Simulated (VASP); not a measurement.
Crystal: Ni.

```
Ni
1.0
     2.23228    0.00000    0.00000
     0.00000    2.23228    0.00000
     0.00000    0.00000    2.23228
Ni
1
Direct
  0.00000 0.00000 0.00000
```

This isn't the form of Ni at room conditions, which is fcc.

```yaml
Program: VASP 6.6.1
Task: relaxation of cell and atoms
Functional: PBE
Potentials_or_basis: VASP PAW PBE potentials, release 64 (Ni)
Cutoff: 600 eV
k_mesh: 16 × 16 × 16
Occupations: fermi-dirac, width 0.05 eV
Spin: collinear spin, ferromagnetic start
Starting_moments: "[1.5] μB"
```

At the start: pressure 24.1 GPa; volume 11.12 Å³/atom.

Task: Where does the relaxation end?

Result: Over 17 steps the energy falls by 99.5 meV/atom and the volume is 12.62 Å³/atom (+13.4 %); space group Pm-3m (No. 221, to 0.1 Å) before and after; moment 0.54 μB per cell.

The path:
```csv
step,energy change (eV),largest force (eV/Å),pressure (GPa),volume (Å³)
1,0.0000,0.0000,24.12,11.12
2,-0.0440,0.0000,-10.91,14.04
3,-0.0995,0.0000,-0.14,12.63
4,-0.0995,0.0000,0.21,12.60
5,-0.0995,0.0000,0.21,12.60
6,-0.0995,0.0000,0.20,12.60
7,-0.0995,0.0000,0.20,12.60
8,-0.0995,0.0000,0.19,12.60
9,-0.0995,0.0000,0.18,12.60
10,-0.0995,0.0000,0.16,12.60
11,-0.0995,0.0000,0.11,12.60
12,-0.0995,0.0000,0.19,12.60
13,-0.0995,0.0000,0.19,12.60
14,-0.0995,0.0000,0.18,12.60
15,-0.0995,0.0000,0.17,12.60
16,-0.0995,0.0000,0.13,12.61
17,-0.0995,0.0000,0.03,12.62
```

Final structure:
```yaml
crystal:
  lattice:
    - [2.32792, 0.00000, 0.00000]
    - [0.00000, 2.32792, 0.00000]
    - [0.00000, 0.00000, 2.32792]
  atoms:
    - { symbol: Ni, position: [0.00000, 0.00000, 0.00000] }
```
